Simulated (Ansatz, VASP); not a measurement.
**One calculation of Ir, two programs**

```
Ir
1.0
     0.00000    1.93606    1.93606
     1.93606    0.00000    1.93606
     1.93606    1.93606    0.00000
Ir
1
Direct
  0.00000 0.00000 0.00000
```

Alike in both runs: task single point; functional PBE; k mesh 14 × 14 × 14; no spin polarisation.

```csv
,VASP,Ansatz
version,VASP 6.6.1,Ansatz 0.2.0
potentials or method,"VASP PAW PBE potentials, release 64 (Ir), cutoff 520 eV","plane waves (420 eV) with PAW, scalar-relativistic"
occupations,"methfessel-paxton of order 1, width 0.03 eV","cold, width 0.03 eV"
valence electrons in the cell,9,17
```

```tsv
	VASP	Ansatz	Ansatz less VASP
pressure (GPa)	0.3	-0.2	-0.50
```

VASP's potentials hold 9 valence electrons a cell and Ansatz's 17, so a difference there can come from the potentials and not from the codes.

Spin-orbit coupling is off throughout.
